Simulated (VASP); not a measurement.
A run of VASP 6.6.1:

File INCAR:

```
SYSTEM = Mg
  ALGO = Normal
  DIPOL = 0.5 0.5 0.500
  EDIFF = 1E-6
  ENCUT = 520
  GGA = PE
  IDIPOL = 3
  ISIF = 2
  ISMEAR = -1
  LASPH = .True.
  LCHARG = .False.
  LDIPOL = .True.
  LREAL = .False.
  LWAVE = .False.
  NBANDS = 7
  NELM = 60
  PREC = Accurate
  SIGMA = 0.05
```

The input KPOINTS:

```
k-points
0
Gamma
  12 12 1
  0 0 0
```

File POSCAR:

```
Mg
1.0
    3.1998719893      0.0000000000      0.0000000000
   -1.5999359946      2.7711704316      0.0000000000
    0.0000000000      0.0000000000     16.0000000000
Mg
1
Direct
    0.0000000000      0.0000000000      0.5000000000
```

Potentials or basis: VASP PAW PBE potentials, release 64 (Mg).

Launch:

```console
$ cat potpaw_PBE.64/Mg/POTCAR > POTCAR
$ mpirun -np 1 vasp_std > vasp.out
```

Hardware: 1 thread of Intel(R) Xeon(R) Platinum 8375C CPU @ 2.90GHz (Ice Lake), on a shared host.

Q: How long does it take, and how much memory?

A: It took 18 s on 1 thread of Intel(R) Xeon(R) Platinum 8375C CPU @ 2.90GHz (Ice Lake), with other jobs on the host, peak memory 0.23 GiB. Counts: scf iterations 17, k points 19.
